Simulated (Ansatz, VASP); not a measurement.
KF in VASP and in Ansatz

INCAR

```
PREC = Accurate
ENCUT = 520
EDIFF = 1E-6
ISMEAR = 0
SIGMA = 0.05
LREAL = False
LASPH = True
NELM = 80
ALGO = Normal
ISIF = 2
LWAVE = False
LCHARG = False
GGA = PE
NBANDS = 15
```

KPOINTS

```
Automatic mesh
0
Gamma
  8 8 8
```

File POSCAR:

```
KF
1.0
   -0.0280937155      2.6222568002      2.6222568002
    2.6222568002     -0.0280937155      2.6222568002
    2.6222568002      2.6222568002     -0.0280937155
K F
1 1
Direct
    0.0000000000      0.0000000000      0.0000000000
    0.5000000000      0.5000000000      0.5000000000
```

Input for Ansatz:

```yaml
crystal:
  lattice:
    - [-0.0280937155, 2.6222568002, 2.6222568002]
    - [2.6222568002, -0.0280937155, 2.6222568002]
    - [2.6222568002, 2.6222568002, -0.0280937155]
  atoms:
    - { symbol: K, position: [0.0, 0.0, 0.0] }
    - { symbol: F, position: [0.5, 0.5, 0.5] }
basis:
  ecutwfc: 520.0
kpoints:
  mp_grid: { grid: [8, 8, 8] }
hamiltonian:
  xc: pbe
scf:
  occupations: { method: gaussian, width: 0.05 }
output:
  forces: true
  stress: true
  eigenvalues: true
```

Alike in both runs: task single point; functional PBE; k mesh 8 × 8 × 8; occupations gaussian, width 0.05 eV; no spin polarisation.

|  | VASP | Ansatz |
| --- | --- | --- |
| version | VASP 6.6.1 | Ansatz 0.2.0 |
| potentials or method | VASP PAW PBE potentials, release 64 (K_sv, F), cutoff 520 eV | scalar-relativistic, plane waves, PAW |
| valence electrons in the cell | 16 | 16 |

VASP gave:

* gap on the k mesh at the Fermi level (eV): 6.37
* least direct gap on the mesh (eV): 6.37
* pressure (GPa): 3.0
* traceless stress, the component that is largest in VASP (GPa): 0.13

Estimate Ansatz's values.

gap on the k mesh at the Fermi level (eV): 6.39; least direct gap on the mesh (eV): 6.39; pressure (GPa): 2.9; traceless stress, the component that is largest in VASP (GPa): 0.13.
